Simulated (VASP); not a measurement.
A run of VASP 6.6.1 is set up as follows.

INCAR

```
SYSTEM = BN
PREC     = Accurate       ! precision mode
ENCUT    = 520            ! plane-wave cutoff, eV
EDIFF    = 1E-6           ! SCF threshold, eV
ISMEAR   = 0              ! smearing method
SIGMA    = 0.05           ! smearing width, eV
LREAL    = .FALSE.        ! projectors in reciprocal space
LASPH    = .TRUE.         ! aspherical terms in the spheres
NELM     = 60             ! most SCF steps
ALGO     = Normal         ! electronic algorithm
ISIF     = 2              ! what is computed and relaxed
LWAVE    = .FALSE.        ! write WAVECAR
LCHARG   = .TRUE.         ! write CHGCAR
GGA      = CA             ! functional
LELF     = .TRUE.         ! ELF
LVHAR    = .TRUE.       
NBANDS   = 16             ! bands
```

Contents of KPOINTS:

```
regular mesh
0
G
  12 12 4
  0 0 0
```

File POSCAR:

```
BN
1.0
    2.4635976777      0.0000000000      0.0000000000
   -1.2317988389      2.1335381736      0.0000000000
    0.0000000000      0.0000000000      6.8814296245
B N
2 2
Direct
    0.3333333333      0.6666666667      0.2500000000
    0.6666666667      0.3333333333      0.7500000000
    0.3333333333      0.6666666667      0.7500000000
    0.6666666667      0.3333333333      0.2500000000
```

Potentials or basis: VASP PAW LDA potentials, release 64 (B, N).

Run with:

```bash
$ cat potpaw_LDA.64/B/POTCAR potpaw_LDA.64/N/POTCAR > POTCAR
$ mpirun -np 1 vasp_std > vasp.out
```

Question: Estimate the pressure.

Answer: 7.7 GPa.

Question: What does it give for the band gap on the k mesh?

Answer: 4.20 eV, indirect (least direct gap 4.63 eV).

Stress tensor (GPa, compression positive):
```
12.15  0.00  0.00
 0.00 12.15  0.00
 0.00  0.00 -1.30
```

 A k mesh can miss the band edges.
